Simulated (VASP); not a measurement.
Write the native input for VASP 6.6.1 that does the following.

- Task: single point
- Functional: PBEsol
- Potentials or basis: VASP PAW PBE potentials, release 64 (Mg, I)
- Cutoff: 520 eV
- k mesh: 3 × 3 × 1
- Occupations: fermi-dirac, width 0.02 eV
- Spin: no spin polarisation
- Dipole correction: no
- Further INCAR settings: ALGO = Normal; EDIFF = 1e-07; NBANDS = 15

The structure of MgI2 lies in POSCAR:

```
MgI2
1.0
    4.1400000000      0.0000000000      0.0000000000
   -2.0700000000      3.5853451717      0.0000000000
    0.0000000000      0.0000000000      6.8800000000
Mg I
1 2
Direct
    0.0000000000      0.0000000000      0.0000000000
    0.3333333333      0.6666666667      0.2500000000
    0.6666666667      0.3333333333      0.7500000000
```

These files were run (other wordings do the same):

INCAR

```
PREC = Accurate
ENCUT = 520
EDIFF = 1E-7
ISMEAR = -1
SIGMA = 0.02
LREAL = False
LASPH = True
NELM = 100
ALGO = Normal
ISIF = 2
LWAVE = False
LCHARG = False
GGA = PS
NBANDS = 15
```

KPOINTS

```
regular mesh
0
Gamma
  3 3 1
```

Potentials or basis: VASP PAW PBE potentials, release 64 (Mg, I).

Run with:

```bash
$ cat potpaw_PBE.64/Mg/POTCAR potpaw_PBE.64/I/POTCAR > POTCAR
$ mpirun -np 1 vasp_std > vasp.out
```

It gave:

* Pressure: -0.5 GPa
* Largest force: 0.275 eV/Å
* Band gap on the k mesh: 3.50 eV, direct

Caveat: the k points lie up to 0.91 Å⁻¹ apart; the PAW data sets were made with another functional, which shifts forces and pressure a little; spin-orbit coupling is left out, which moves the levels of the heavy elements; this functional lacks dispersion, which binds the layers, so the pressure and a relaxed spacing across them are unreliable.

Run time: 13 s on 1 thread of Intel Xeon 6975P-C, on a shared host, peak memory 0.22 GiB.
